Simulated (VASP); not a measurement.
Wanted: the native input for a VASP 6.6.1 run.

* Task: single point
* Functional: r2SCAN
* Potentials or basis: VASP PAW PBE potentials, release 64 (K_sv, Br)
* Cutoff: 520 eV
* k mesh: 6 × 6 × 6
* Occupations: gaussian, width 0.01 eV
* Spin: no spin polarisation
* Dipole correction: no
* Further INCAR settings: ALGO = Normal; EDIFF = 1e-06; NBANDS = 15

Crystal: KBr.

```
K Br
1.0
     4.07613    0.00000    0.00000
     0.00000    3.97632    0.00000
     0.00000    0.00000    3.97632
K Br
1 1
Direct
  0.00000 0.00000 0.00000
  0.50000 0.50000 0.50000
```

This cell differs from its parent crystal: uniaxial x strain +2.5%.

The input as run:

POSCAR

```
KBr
1.0
    4.0761274564      0.0000000000      0.0000000000
    0.0000000000      3.9763217797      0.0000000000
    0.0000000000      0.0000000000      3.9763217797
K Br
1 1
Direct
    0.0000000000      0.0000000000      0.0000000000
    0.5000000000      0.5000000000      0.5000000000
```

INCAR.step1

```
PREC = Accurate
ENCUT = 520
ISMEAR = 0
SIGMA = 0.01
LREAL = False
LASPH = True
NELM = 100
NBANDS = 15
GGA = PE
ALGO = Normal
EDIFF = 1E-4
LWAVE = True
LCHARG = False
```

INCAR.step2

```
PREC = Accurate
ENCUT = 520
EDIFF = 1E-6
ISMEAR = 0
SIGMA = 0.01
LREAL = False
LASPH = True
NELM = 100
ALGO = Normal
ISIF = 2
LWAVE = False
LCHARG = False
METAGGA = R2SCAN
LMIXTAU = True
NBANDS = 15
ISTART = 1
```

KPOINTS

```
Automatic mesh
0
Gamma
  6 6 6
```

Potentials or basis: VASP PAW PBE potentials, release 64 (K_sv, Br).

Run with:

```console
$ cat potpaw_PBE.64/K_sv/POTCAR potpaw_PBE.64/Br/POTCAR > POTCAR
$ cp INCAR.step1 INCAR
$ mpirun -np 1 vasp_std > vasp.out
$ cp INCAR.step2 INCAR
$ mpirun -np 1 vasp_std > vasp.out
```

Results of the run:

```
Pressure               : -0.4 GPa
Band gap on the k mesh : 4.63 eV, indirect (least direct gap 4.89 eV)
```

Caveat: the cell differs from its parent crystal (uniaxial x strain +2.5%); the PAW data sets were made with another functional, which shifts forces and pressure a little.

Run time: 110 s on 1 thread of Intel(R) Xeon(R) Platinum 8259CL CPU @ 2.50GHz (Skylake/Cascade Lake) (shared host), peak memory 0.19 GiB.
